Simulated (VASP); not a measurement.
Input of a VASP 6.6.1 run:

The input INCAR:

```
SYSTEM = Sn
PREC = Accurate ; ENCUT = 520
EDIFF = 1E-6 ; ISMEAR = 0
SIGMA = 0.1 ; LREAL = .FALSE.
LASPH = .TRUE. ; NELM = 80
ALGO = Fast ; ISIF = 2
LWAVE = .FALSE. ; LCHARG = .FALSE.
GGA = PS ; IVDW = 12
NBANDS = 13
```

File KPOINTS:

```
regular mesh
0
G
  16 16 16
  0 0 0
```

Contents of POSCAR:

```
Sn
1.0
   -1.8346146216      1.7430603124      2.0178341210
    1.8346146216     -1.7430603124      2.0178341210
    1.8346146216      1.7430603124     -2.0178341210
Sn
1
Direct
    0.0000000000      0.0000000000      0.0000000000
```

Potentials or basis: VASP PAW PBE potentials, release 64 (Sn_d).

Command:

```sh
$ cat potpaw_PBE.64/Sn_d/POTCAR > POTCAR
$ mpirun -np 1 vasp_std > vasp.out
```

(1) What does it give for the dispersion energy per atom?

(2) What does it give for the pressure?

(3) What does it give for the band gap on the k mesh?

Results:

(1) -0.411 eV.

(2) -1.7 GPa.

(3) zero (band 7 reaches 16.56 eV, above the bottom of band 8 at 6.09 eV).

Caveat: the PAW data sets were made with another functional, which shifts forces and pressure a little; spin-orbit coupling is left out, which moves the levels of the heavy elements; pairwise dispersion overbinds metals, which lowers pressure and volume.
